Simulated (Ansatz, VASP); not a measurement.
**One calculation of Al, two programs**

```
Al
1.0
     2.67972    0.00000    0.00000
    -1.33986    2.32071    0.00000
     0.00000    0.00000    9.38117
Al
4
Direct
  0.00000 0.00000 0.00000
  0.33333 0.66667 0.25000
  0.00000 0.00000 0.50000
  0.66667 0.33333 0.75000
```

Alike in both runs: task single point; functional PBE; dispersion D3(BJ); k mesh 18 × 18 × 6; occupations gaussian, width 0.15 eV; no spin polarisation.

|  | VASP | Ansatz |
| --- | --- | --- |
| version | VASP 6.6.1 | Ansatz 0.2.0 |
| potentials or method | VASP PAW PBE potentials, release 64 (Al), cutoff 520 eV | scalar-relativistic, plane waves, PAW |
| valence electrons in the cell | 12 | 12 |

|  | VASP | Ansatz | Ansatz less VASP |
| --- | --- | --- | --- |
| gap on the k mesh at the Fermi level (eV) | none | none | - |
| pressure (GPa) | 9.3 | 9.4 | +0.03 |
| traceless stress, the component that is largest in VASP (GPa) | -5.66 | -5.67 | -0.008 |

A gap of «none» marks a metal or a gap that the smearing closes.
